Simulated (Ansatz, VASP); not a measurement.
Pt: VASP beside Ansatz

```xyz
1
Lattice="0.0000 1.9579 1.9579 1.9579 0.0000 1.9579 1.9579 1.9579 0.0000" Properties=species:S:1:pos:R:3 pbc="T T T"
Pt    0.0000    0.0000    0.0000
```

Alike in both runs: task relaxation of cell and atoms; functional PBEsol; k mesh 24 × 24 × 24; occupations gaussian, width 0.1 eV; no spin polarisation.

|  | VASP | Ansatz |
| --- | --- | --- |
| version | VASP 6.6.1 | Ansatz 0.2.0 |
| potentials or method | VASP PAW PBE potentials, release 64 (Pt), cutoff 600 eV | scalar-relativistic, plane waves, PAW |
| valence electrons in the cell | 10 | 18 |

|  | VASP | Ansatz | Ansatz less VASP |
| --- | --- | --- | --- |
| gap on the k mesh at the Fermi level, each at its own relaxed structure (eV) | none | none | - |
| relaxed volume (Å³/atom) | 15.02 | 15.04 | +0.017 |
| relaxed cell length with the largest relative difference (Å) | 2.769 | 2.771 | +0.0011 |

VASP's potentials were made for PBE, not for PBEsol. A gap of «none» marks a metal or a gap that the smearing closes. VASP's potentials hold 10 valence electrons a cell and Ansatz's 18, so a difference there can come from the potentials and not from the codes.

Spin-orbit coupling is off throughout.
